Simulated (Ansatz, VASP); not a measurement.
One calculation of TaSi2, two programs

File INCAR:

```
PREC = Accurate
ENCUT = 600
EDIFF = 1E-7
ISMEAR = 0
SIGMA = 0.1
LREAL = F
LASPH = T
NELM = 80
ALGO = Fast
ISIF = 3
LWAVE = F
LCHARG = F
GGA = PE
IBRION = 2
NSW = 100
EDIFFG = -0.01
```

Contents of KPOINTS:

```
regular mesh
0
Gamma
  6 6 6
```

POSCAR

```
TaSi2
1.0
    4.8043645057      0.0000000000      0.0000000000
   -2.4021822529      4.1607017110      0.0000000000
    0.0000000000      0.0000000000      6.6079302312
Ta Si
3 6
Direct
    0.5000000000      0.0000000000      0.5000000000
    0.5000000000      0.5000000000      0.8333333333
    0.0000000000      0.5000000000      0.1666666667
    0.1592894669      0.3185789338      0.5000000000
    0.8407105331      0.1592894669      0.8333333333
    0.6814210662      0.8407105331      0.1666666667
    0.8407105331      0.6814210662      0.5000000000
    0.1592894669      0.8407105331      0.8333333333
    0.3185789338      0.1592894669      0.1666666667
```

Input for Ansatz:

```yaml
crystal:
  lattice:
    - [4.8043645057, 0.0, 0.0]
    - [-2.4021822529, 4.160701711, 0.0]
    - [0.0, 0.0, 6.6079302312]
  atoms:
    - { symbol: Ta, position: [0.5, 0.0, 0.5] }
    - { symbol: Ta, position: [0.5, 0.5, 0.8333333333] }
    - { symbol: Ta, position: [0.0, 0.5, 0.1666666667] }
    - { symbol: Si, position: [0.1592894669, 0.3185789338, 0.5] }
    - { symbol: Si, position: [0.8407105331, 0.1592894669, 0.8333333333] }
    - { symbol: Si, position: [0.6814210662, 0.8407105331, 0.1666666667] }
    - { symbol: Si, position: [0.8407105331, 0.6814210662, 0.5] }
    - { symbol: Si, position: [0.1592894669, 0.8407105331, 0.8333333333] }
    - { symbol: Si, position: [0.3185789338, 0.1592894669, 0.1666666667] }
basis:
  ecutwfc: 420
kpoints:
  mp_grid: { grid: [6, 6, 6] }
hamiltonian:
  xc: pbe
scf:
  occupations: { method: gaussian, width: 0.1 }
output:
  forces: true
  stress: true
  eigenvalues: true
relax:
  adjacent_minimum: "off"
  f_tol: 0.01
  max_steps: 80
  cell: { stress_tol: 0.05 }
```

Alike in both runs: task relaxation of cell and atoms; functional PBE; k mesh 6 × 6 × 6; occupations gaussian, width 0.1 eV; no spin polarisation.

|  | VASP | Ansatz |
| --- | --- | --- |
| version | VASP 6.6.1 | Ansatz 0.2.0 |
| potentials or method | VASP PAW PBE potentials, release 64 (Ta_pv, Si), cutoff 600 eV | scalar-relativistic, plane waves, PAW |
| valence electrons in the cell | 57 | 63 |

```csv
,VASP,Ansatz,Ansatz less VASP
"gap on the k mesh at the Fermi level, each at its own relaxed structure (eV)",none,none,-
relaxed volume (Å³/atom),14.68,14.66,-0.012
relaxed length of the cell vector where the two differ most in proportion (Å),4.808,4.806,-0.0020
```

A gap of «none» marks a metal or a gap that the smearing closes. VASP's potentials hold 57 valence electrons a cell and Ansatz's 63, so a difference there can come from the potentials and not from the codes.

Neither program's run includes spin-orbit coupling.
